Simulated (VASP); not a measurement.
Here is a VASP 6.6.1 calculation.

POSCAR

```
BN
1.0
    0.0000000000      1.7680208598      1.7680208598
    1.7680208598      0.0000000000      1.7680208598
    1.7680208598      1.7680208598      0.0000000000
B N
1 1
Direct
    0.0000000000      0.0000000000      0.0000000000
    0.2500000000      0.2500000000      0.2500000000
```

INCAR.step1

```
PREC = Accurate ; ENCUT = 520
ISMEAR = 0 ; SIGMA = 0.02
LREAL = False ; LASPH = True
NELM = 100 ; NBANDS = 11
GGA = PE ; ALGO = Normal
EDIFF = 1E-4 ; LWAVE = True
LCHARG = False
```

INCAR.step2

```
PREC = Accurate ; ENCUT = 520
EDIFF = 1E-6 ; ISMEAR = 0
SIGMA = 0.02 ; LREAL = False
LASPH = True ; NELM = 100
ALGO = Normal ; ISIF = 2
LWAVE = False ; LCHARG = False
METAGGA = R2SCAN ; LMIXTAU = True
NBANDS = 11 ; ISTART = 1
```

The input KPOINTS:

```
regular mesh
0
Gamma
  12 12 12
```

Potentials or basis: VASP PAW PBE potentials, release 64 (B, N).

Launch:

```bash
$ cat potpaw_PBE.64/B/POTCAR potpaw_PBE.64/N/POTCAR > POTCAR
$ cp INCAR.step1 INCAR
$ mpirun -np 1 vasp_std > vasp.out
$ cp INCAR.step2 INCAR
$ mpirun -np 1 vasp_std > vasp.out
```

(1) Estimate the pressure.

(2) What does it give for the band gap on the k mesh?

Results:

(1) 28.5 GPa.

(2) 5.05 eV, indirect (least direct gap 9.85 eV).

Caveat: the PAW data sets were made with another functional, which shifts forces and pressure a little.
